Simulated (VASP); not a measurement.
# Ag (P6_3/mmc) in VASP: further runs

The runs below take Ag through single point, relaxation of cell and atoms, with revPBE.

Program: VASP 6.6.1. These are calculated values, not measurements. Logs are shortened: lines on timing, memory, paths and dates and some standing lists are left out, and cuts for length are marked.

### Step 1. The cell of the first run

The structure is hexagonal, space group P6_3/mmc (No. 194). Conventional cell: a = 3.069 Å, b = 3.069 Å, c = 10.128 Å, α = 90.00°, β = 90.00°, γ = 120.00°. Within 4.0 Å of Ag (site symmetry -6m2) lie 12 Ag at 3.07 to 3.09 Å. Within 4.0 Å of Ag (site symmetry -3m) lie 12 Ag at 3.07 to 3.09 Å.

### Step 2. Single point, revPBE (volume scaled by 1.12)

INCAR

```
SYSTEM = Ag
PREC = Accurate ; ENCUT = 520
EDIFF = 1E-7 ; ISMEAR = -1
SIGMA = 0.1 ; LREAL = .False.
LASPH = .True. ; NELM = 60
ALGO = Normal ; ISIF = 2
LWAVE = .False. ; LCHARG = .True.
GGA = RE ; LELF = .True.
LVHAR = .True. ; NBANDS = 30
```

KPOINTS

```
Automatic mesh
0
Gamma
  14 14 4
  0 0 0
```

POSCAR

```
Ag
1.0
    3.0686941069      0.0000000000      0.0000000000
   -1.5343470535      2.6575670530      0.0000000000
    0.0000000000      0.0000000000     10.1277188613
Ag
4
Direct
    0.3333333333      0.6666666667      0.2500000000
    0.6666666667      0.3333333333      0.7500000000
    1.0000000000      0.0000000000      0.0000000000
    1.0000000000      0.0000000000      0.5000000000
```

Potentials or basis: VASP PAW PBE potentials, release 64 (Ag).

The run is started by

```console
$ cat potpaw_PBE.64/Ag/POTCAR > POTCAR
$ mpirun -np 1 vasp_std > vasp.out
```

OUTCAR:

```text
SYSTEM = Ag
   PREC = Accurate
   ENCUT = 520
   EDIFF = 1E-7
   ISMEAR = -1
   LREAL = .False.
   LASPH = .True.
   NELM = 60
   ISIF = 2
   GGA = RE

 ion  position               nearest neighbor table
   1  0.333  0.667  0.250-   3 3.09   4 3.09   3 3.09   4 3.09   3 3.09   4 3.09
   2  0.667  0.333  0.750-   3 3.09   4 3.09   3 3.09   4 3.09   3 3.09   4 3.09
   3  0.000  0.000  0.000-   1 3.09   2 3.09   2 3.09   1 3.09   2 3.09   1 3.09
   4  0.000  0.000  0.500-   1 3.09   2 3.09   2 3.09   1 3.09   2 3.09   1 3.09

  LATTYP: Found a hexagonal cell.
 ALAT       =     3.0686941069
 C/A-ratio  =     3.3003350965

  Lattice vectors:

 A1 = (   3.0686941069,   0.0000000000,   0.0000000000)
 A2 = (  -1.5343470535,   2.6575670530,   0.0000000000)
 A3 = (   0.0000000000,   0.0000000000,  10.1277188613)

Analysis of symmetry for initial positions (statically):
=====================================================================
 Subroutine PRICEL returns:
 Original cell was already a primitive cell.

 Routine SETGRP: Setting up the symmetry group for a
 hexagonal supercell.

 Subroutine GETGRP returns: Found 24 space group operations
 (whereof 12 operations were pure point group operations)
 out of a pool of 24 trial point group operations.

The static configuration has the point symmetry D_3d.
 The point group associated with its full space group is D_6h.

Analysis of symmetry for dynamics (positions and initial velocities):
=====================================================================
 Subroutine PRICEL returns:
 Original cell was already a primitive cell.

 Routine SETGRP: Setting up the symmetry group for a
 hexagonal supercell.

 Subroutine GETGRP returns: Found 24 space group operations
 (whereof 12 operations were pure point group operations)
 out of a pool of 24 trial point group operations.

The dynamic configuration has the point symmetry D_3d.
 The point group associated with its full space group is D_6h.

 Subroutine INISYM returns: Found 24 space group operations
 (whereof 12 operations are pure point group operations),
 and found     1 'primitive' translations

----------------------------------------------------------------------------------------

                                     Primitive cell

  volume of cell :      82.5942

  direct lattice vectors                    reciprocal lattice vectors
     3.068694107  0.000000000  0.000000000     0.325871516  0.188142007  0.000000000
    -1.534347053  2.657567053  0.000000000     0.000000000  0.376284015  0.000000000
     0.000000000  0.000000000 10.127718861     0.000000000  0.000000000  0.098738918

  length of vectors
     3.068694107  3.068694107 10.127718861     0.376284015  0.376284015  0.098738918

  position of ions in fractional coordinates (direct lattice)
     0.333333333  0.666666667  0.250000000
     0.666666667  0.333333333  0.750000000
     0.000000000  0.000000000  0.000000000
     0.000000000  0.000000000  0.500000000

  ion indices of the primitive-cell ions
   primitive index   ion index
                 1           1
                 2           2
                 3           3
                 4           4

----------------------------------------------------------------------------------------

 KPOINTS: Automatic mesh

Automatic generation of k-mesh.
 Grid dimensions read from file:
 generate k-points for:   14   14    4

 Generating k-lattice:

  Cartesian coordinates                     Fractional coordinates (reciprocal lattice)
     0.023276537  0.013438715  0.000000000     0.071428571 -0.000000000  0.000000000
     0.000000000  0.026877430  0.000000000     0.000000000  0.071428571  0.000000000
     0.000000000  0.000000000  0.024684729     0.000000000  0.000000000  0.250000000

  Length of vectors
     0.026877430  0.026877430  0.024684729

  Shift w.r.t. Gamma in fractional coordinates (k-lattice)
     0.000000000  0.000000000  0.000000000

 Subroutine IBZKPT returns following result:
 ===========================================

 Found     72 irreducible k-points:

 Following reciprocal coordinates:
            Coordinates               Weight
  0.000000  0.000000  0.000000      1.000000
  0.071429  0.000000  0.000000      6.000000
  0.142857 -0.000000  0.000000      6.000000
  0.214286 -0.000000  0.000000      6.000000
  0.285714  0.000000  0.000000      6.000000
  0.357143 -0.000000  0.000000      6.000000
[... 16 lines left out ...]
  0.285714  0.285714  0.000000      6.000000
  0.357143  0.285714  0.000000      6.000000
 [... further k-points ...]
   k-points           NKPTS =     72   k-points in BZ     NKDIM =     72   number of bands    NBANDS=     30
   number of dos      NEDOS =    301   number of ions     NIONS =      4
   total plane-waves  NPLWV =  46080
   dimension x,y,z NGX =    24 NGY =   24 NGZ =   80
   dimension x,y,z NGXF=    48 NGYF=   48 NGZF=  160
   ions per type =               4
   NGX,Y,Z   is equivalent  to a cutoff of  13.00, 13.00, 13.13 a.u.
   NGXF,Y,Z  is equivalent  to a cutoff of  26.00, 26.00, 26.26 a.u.
 SYSTEM =  Ag
   PREC   = accura    normal or accurate (medium, high low for compatibility)
   ISTART =      0    job   : 0-new  1-cont  2-samecut
   ICHARG =      2    charge: 1-file 2-atom 10-const
   ISPIN  =      1    spin polarized calculation?
   LNONCOLLINEAR =      F non collinear calculations
   LSORBIT =      F    spin-orbit coupling
   LASPH  =      T    aspherical Exc in radial PAW
   ENCUT  =  520.0 eV  38.22 Ry    6.18 a.u.   5.71  5.71 18.83*2*pi/ulx,y,z
   NELM   =     60;   NELMIN=  2; NELMDL= -5     # of ELM steps
   EDIFF  = 0.1E-06   stopping-criterion for ELM
   LREAL  =      F    real-space projection
   EDIFFG = 0.1E-05   stopping-criterion for IOM
   NSW    =      0    number of steps for IOM
   IBRION =     -1    ionic relax: 0-MD 1-quasi-New 2-CG
   NFREE  =      0    steps in history (QN), initial steepest desc. (CG)
   ISIF   =      2    stress and relaxation
   ISYM   =      2    0-nonsym 1-usesym 2-fastsym
   POTIM  = 0.5000    time-step for ionic-motion
   TEBEG  =    0.0;   TEEND  =   0.0 temperature during run
   PSTRESS=    0.0 pullay stress
   NELECT =      44.0000    total number of electrons
   NUPDOWN=      -1.0000    fix difference up-down
   EMIN   =  10.00;   EMAX   =-10.00  energy-range for DOS
   EFERMI =   0.00;   METHOD = LEGACY
   ISMEAR =    -1;   SIGMA  =   0.10  broadening in eV -4-tet -1-fermi 0-gaus
   EFERMI_NEDOS =   21; number of points for ismear=-14 and -15
   IALGO  =     38    algorithm
   IMIX   =      4    mixing-type and parameters
     AMIX     =   0.40;   BMIX     =  1.00
     AMIX_MAG =   1.60;   BMIX_MAG =  1.00
  volume/ion in A,a.u.               =      20.65       139.34
  Fermi-wavevector in a.u.,A,eV,Ry     =   1.327117  2.507888 23.963121  1.761240
  Thomas-Fermi vector in A             =   2.456453
   LORBIT       =      0    0 simple, 1 ext, 2 COOP (PROOUT), +10 PAW based schemes
   GGA     = RE    functional components
   LHFCALC =     F    Hartree Fock is set to
   AEXX    =    0.0000 exact exchange contribution
   IVDW    =     0    specifies the selected vdW correction
   LEPSILON=     F    determine dielectric tensor
   LRPA    =     F    only Hartree local field effects (RPA)
 non-spin polarized calculation
  energy-cutoff  :      520.00
  volume of cell :       82.59
 maximum number of plane-waves:      2248
 NGX is ok and might be reduce to    24
   NGX = 11   NGY = 11   NGZ = 37

 number of electron      44.0000006 magnetization

 Free energy of the ion-electron system (eV)
  ---------------------------------------------------
  ext. energy  EPLUGINS =         0.00000000
  ---------------------------------------------------
  free energy    TOTEN  =        -9.00369018 eV

  energy without entropy =       -8.96461618  energy(sigma->0) =       -8.98415318

 E-fermi :   6.1702     XC(G=0): -10.9938

 val. band max:        6.1257625609   @ k =   0.1429   0.1429   0.5000
 cond. band min:       6.1982984754   @ k =   0.0000   0.0000   0.0000
 fundamental gap:      0.0725359146
 Fermi energy:         6.1701690161

 k-point     1 :       0.0000    0.0000    0.0000
  band No.  band energies     occupation
      1      -0.2924      2.00000
      2       0.7958      2.00000
      3       0.8278      2.00000
      4       0.8279      2.00000
      5       1.8966      2.00000
      6       1.9293      2.00000
[... 22 lines left out ...]
     29      21.3470      0.00000
     30      22.0134      0.00000

 k-point     2 :       0.0714    0.0000    0.0000
  band No.  band energies     occupation
      1      -0.1697      2.00000
      2       0.8621      2.00000
      3       0.9277      2.00000
      4       0.9294      2.00000
      5       1.8816      2.00000
      6       1.8981      2.00000
[... 22 lines left out ...]
     29      21.0998      0.00000
     30      21.1393      0.00000

 k-point     3 :       0.1429   -0.0000    0.0000
  band No.  band energies     occupation
      1       0.1798      2.00000
      2       1.0254      2.00000
      3       1.1827      2.00000
      4       1.1859      2.00000
      5       1.7046      2.00000
      6       1.8144      2.00000
[... 22 lines left out ...]
     29      19.4407      0.00000
     30      19.4506      0.00000

 k-point     4 :       0.2143   -0.0000    0.0000
  band No.  band energies     occupation
      1       0.6639      2.00000
      2       1.1393      2.00000
      3       1.3310      2.00000
      4       1.4011      2.00000
      5       1.5326      2.00000
      6       1.6024      2.00000
[... 616 lines left out ...]
     29      13.3397      0.00000
     30      13.6394      0.00000

 k-point    23 :       0.2857    0.2857    0.0000
  band No.  band energies     occupation
      1       1.2502      2.00000
      2       1.2690      2.00000
      3       1.3036      2.00000
      4       1.4860      2.00000
      5       1.6026      2.00000
      6       1.6075      2.00000
[... 22 lines left out ...]
     29      12.0421      0.00000
     30      12.9383      0.00000

 k-point    24 :       0.3571    0.2857    0.0000
  band No.  band energies     occupation
      1       1.2467      2.00000
      2       1.3318      2.00000
      3       1.4005      2.00000
      4       1.4563      2.00000
      5       1.5095      2.00000
      6       1.5667      2.00000
[... 22 lines left out ...]
     29      11.8827      0.00000
     30      14.2290      0.00000

 [... further k-points ...]

------------------------ aborting loop because EDIFF is reached ----------------------------------------

  FORCE on cell =-STRESS in cart. coord.  units (eV):
  Direction    XX          YY          ZZ          XY          YZ          ZX
  --------------------------------------------------------------------------------------
  -------------------------------------------------------------------------------------
  Total       -3.1353807     -3.1353807     -3.4393626      0.0000000      0.0000000      0.0000000
  in kB      -60.8206981    -60.8206981    -66.7173939      0.0000000      0.0000000      0.0000000
  external PRESSURE =     -62.7862634 kB  Pullay stress =       0.0000000 kB

 VOLUME and BASIS-vectors are now :
 -----------------------------------------------------------------------------
  energy-cutoff  :      520.00
  volume of cell :       82.59
      direct lattice vectors                 reciprocal lattice vectors
     3.068694107  0.000000000  0.000000000     0.325871516  0.188142007  0.000000000
    -1.534347053  2.657567053  0.000000000     0.000000000  0.376284015  0.000000000
     0.000000000  0.000000000 10.127718861     0.000000000  0.000000000  0.098738918

 POSITION                                       TOTAL-FORCE (eV/Angst)
 -----------------------------------------------------------------------------------
     -0.00000      1.77171      2.53193         0.000000      0.000000      0.000000
      1.53435      0.88586      7.59579        -0.000000      0.000000      0.000000
      0.00000      0.00000      0.00000        -0.000000      0.000000     -0.000000
      0.00000      0.00000      5.06386        -0.000000      0.000000     -0.000000
 -----------------------------------------------------------------------------------
    total drift:                               -0.000000      0.000000     -0.000000

  FREE ENERGIE OF THE ION-ELECTRON SYSTEM (eV)
  ---------------------------------------------------
  free  energy   TOTEN  =        -9.0036901775 eV

  energy  without entropy=       -8.9646161778  energy(sigma->0) =       -8.98415318
```

Wall time 66 s (1 thread of Intel Xeon 6975P-C (Granite Rapids), shared host); peak memory 0.27 GiB.

Results:

```
Free energy            : -9.0037 eV
Pressure               : -6.3 GPa
Band gap on the k mesh : zero (band 22 reaches 8.70 eV, above the bottom of band 23 at 3.15 eV)
```

Levels at points of the mesh, in eV from the Fermi level:
```
           k point  band 19  band 20  band 21  band 22  band 23  band 24  band 25  band 26
(0.00, 0.00, 0.00)    -3.40    -3.27    -3.27    -2.99    -2.99     0.03     2.54     9.56
(0.50, 0.00, 0.00)    -2.84    -2.83     0.17     0.86     1.03     1.41     3.40     3.49
(0.00, 0.00, 0.50)    -3.10    -3.10    -3.10    -3.10    -2.01    -2.01     5.32     5.32
(0.50, 0.00, 0.50)    -2.84    -2.84     0.43     0.43     1.26     1.26     3.98     3.98
```

Caveat: the cell differs from its parent crystal (volume scaled by 1.12); the PAW data sets were made with another functional, which shifts forces and pressure a little.

### Step 3. Single point, revPBE

This run uses another cell than the first one, of 18.44 Å³/atom, 0.893 times its volume.

INCAR

```
  PREC = Accurate
  ENCUT = 520
  EDIFF = 1E-6
  ISMEAR = -1
  SIGMA = 0.1
  LREAL = False
  LASPH = True
  NELM = 100
  ALGO = Normal
  ISIF = 2
  LWAVE = False
  LCHARG = False
  GGA = RE
  NBANDS = 30
```

KPOINTS

```
regular mesh
0
Gamma
  16 16 5
```

POSCAR

```
Ag
1.0
    2.9549326843      0.0000000000      0.0000000000
   -1.4774663422      2.5590467711      0.0000000000
    0.0000000000      0.0000000000      9.7522680456
Ag
4
Direct
    0.3333333333      0.6666666667      0.2500000000
    0.6666666667      0.3333333333      0.7500000000
    1.0000000000      0.0000000000      0.0000000000
    1.0000000000      0.0000000000      0.5000000000
```

Potentials or basis: VASP PAW PBE potentials, release 64 (Ag).

The run is started by

```console
$ cat potpaw_PBE.64/Ag/POTCAR > POTCAR
$ mpirun -np 1 vasp_std > vasp.out
```

Wall time 65 s (1 thread of Intel Xeon 6975P-C (Granite Rapids), shared host); peak memory 0.28 GiB.

The run converged. Its results:

```yaml
Free_energy: -9.1985 eV
Pressure: 0.1 GPa
Band_gap_on_the_k_mesh: zero (band 22 reaches 10.97 eV, above the bottom of band 23 at 4.45 eV)
```

Stress tensor (GPa, compression positive):
```
 0.35  0.00  0.00
 0.00  0.35  0.00
 0.00  0.00 -0.53
```

Levels at points of the mesh, in eV from the Fermi level:
```tsv
k point	band 20	band 21	band 22	band 23	band 24	band 25
(0.00, 0.00, 0.00)	-3.36	-3.36	-3.02	-3.02	-0.24	3.07
(0.50, 0.00, 0.00)	-2.82	0.00	0.88	0.98	1.52	3.96
```

Caveat: the PAW data sets were made with another functional, which shifts forces and pressure a little.

(Continued in part 2 of 2.)
